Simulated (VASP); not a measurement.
Input of a VASP 6.6.1 run:

File INCAR:

```
SYSTEM = Be
ALGO = Normal
EDIFF = 1E-6
ENCUT = 520
GGA = PS
ISIF = 2
ISMEAR = -1
LASPH = .TRUE.
LCHARG = .FALSE.
LREAL = .FALSE.
LWAVE = .FALSE.
NBANDS = 7
NELM = 100
PREC = Accurate
SIGMA = 0.1
```

KPOINTS

```
k-points
0
G
  28 28 28
  0 0 0
```

Contents of POSCAR:

```
Be
1.0
    0.0000000000      1.5527976971      1.5527976971
    1.5527976971      0.0000000000      1.5527976971
    1.5527976971      1.5527976971      0.0000000000
Be
1
Direct
    0.0000000000      0.0000000000      0.0000000000
```

Potentials or basis: VASP PAW PBE potentials, release 64 (Be).

Run with:

```console
$ cat potpaw_PBE.64/Be/POTCAR > POTCAR
$ mpirun -np 1 vasp_std > vasp.out
```

Question: What does it give for the band gap on the k mesh?

Answer: Zero (bands 1 and 2 overlap by 1.30 eV).

Question: Estimate the pressure.

Answer: 5.7 GPa.

Caveat: the cell stands under pressure; the PAW data sets were made with another functional, which shifts forces and pressure a little.
